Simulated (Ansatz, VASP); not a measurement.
# One calculation of BAs, two programs

```
B As
1.0
     0.00000    2.38850    2.41239
     2.38850    0.00000    2.41239
     2.38850    2.38850    0.00000
B As
1 1
Direct
  0.00000 0.00000 0.00000
  0.25000 0.25000 0.25000
```

Change from the starting cell: z stretched by +1 %, ions relaxed.

Alike in both runs: functional PBE; k mesh 16 × 16 × 16; occupations fermi-dirac, width 0.02 eV; no spin polarisation.

Ansatz relaxed the structure, and its values are those at the end. VASP's run is a single point on that final structure, the one shown.

```csv
,VASP,Ansatz
version,VASP 6.6.1,Ansatz 0.2.0
potentials or method,"VASP PAW PBE potentials, release 64 (B, As)","plane-wave PAW, scalar-relativistic"
plane-wave cutoff (eV),520,420
valence electrons in the cell,8,18
```

|  | VASP | Ansatz | Ansatz less VASP |
| --- | --- | --- | --- |
| gap on the k mesh at the Fermi level (eV) | 1.12 | 1.13 | +0.008 |
| pressure (GPa) | 2.0 | 1.4 | -0.62 |

VASP's potentials hold 8 valence electrons a cell and Ansatz's 18, so a difference there can come from the potentials and not from the codes. Ansatz's warnings: stress scf threshold loose.
